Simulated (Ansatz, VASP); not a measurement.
## Ga2O3 in VASP and in Ansatz

```
CELL_PARAMETERS angstrom
6.22678 -1.54833 0.00000
6.22678 1.54833 0.00000
-1.41317 0.00000 5.74043
ATOMIC_POSITIONS crystal
Ga 0.34134 0.34134 0.68598
Ga 0.65866 0.65866 0.31402
Ga 0.90950 0.90950 0.20540
Ga 0.09050 0.09050 0.79460
O 0.50410 0.50410 0.74340
O 0.49590 0.49590 0.25660
O 0.82670 0.82670 0.43680
O 0.17330 0.17330 0.56320
O 0.83550 0.83550 0.89020
O 0.16450 0.16450 0.10980
```

Alike in both runs: task single point; functional PBE; dispersion D4; k mesh 9 × 9 × 5; occupations fermi-dirac, width 0.05 eV; no spin polarisation.

|  | VASP | Ansatz |
| --- | --- | --- |
| version | VASP 6.6.1 | Ansatz 0.2.0 |
| potentials or method | VASP PAW PBE potentials, release 64 (Ga_d, O) | Ansatz PAW |
| plane-wave cutoff (eV) | 520 | 420 |
| valence electrons in the cell | 88 | 88 |

|  | VASP | Ansatz | Ansatz less VASP |
| --- | --- | --- | --- |
| gap on the k mesh at the Fermi level (eV) | 1.90 | 1.92 | +0.017 |
| least direct gap on the mesh (eV) | 1.93 | 1.95 | +0.015 |
| pressure (GPa) | -5.5 | -6.1 | -0.65 |
| traceless stress, the component that is largest in VASP (GPa) | 0.42 | 0.47 | +0.051 |
| rms of the force components (eV/Å) | 0.053 | 0.055 | +0.0014 |

Atom by atom the forces differ by 0.008 eV/Å (rms over components).

Noted on Ansatz's run: odd divisions of the mesh miss points on the zone boundary, where band edges often lie, so the gap on the mesh can be too wide.
